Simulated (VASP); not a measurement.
The system is C.

```
C
1.0
    -2.42639    2.42639    2.42639
     2.42639   -2.42639    2.42639
     2.42639    2.42639   -2.42639
C
8
Cartesian
  -0.7893 0.7893 0.7893
  1.6371 1.6371 1.6371
  0.7893 -0.7893 0.7893
  0.7893 0.7893 -0.7893
  1.6371 -1.6371 1.6371
  0.7893 0.7893 0.7893
  -1.6371 1.6371 1.6371
  1.6371 1.6371 -1.6371
```

Base run:

```yaml
Program: VASP 6.6.1
Functional: PBEsol
Potentials_or_basis: VASP PAW PBE potentials, release 64 (C)
Cutoff: 520 eV
k_mesh: 6 × 6 × 6
Occupations: gaussian, width 0.05 eV
Spin: no spin polarisation
```

Its results: band gap on the k mesh 2.90 eV (least direct gap 3.73 eV); pressure 0.7 GPa; largest force 0.037 eV/Å.

**Question.** The run is repeated on the same cell with these changes: k mesh from 6 × 6 × 6 to 8 × 8 × 8; occupations from gaussian, width 0.05 eV to gaussian, width 0.02 eV. What comes out?

**Answer.** Band gap on the k mesh 3.01 eV (least direct gap 3.73 eV); pressure 0.7 GPa; largest force 0.037 eV/Å.

Caveats: the PAW data sets were made with another functional, which shifts forces and pressure a little.

A k mesh can miss the band edges.
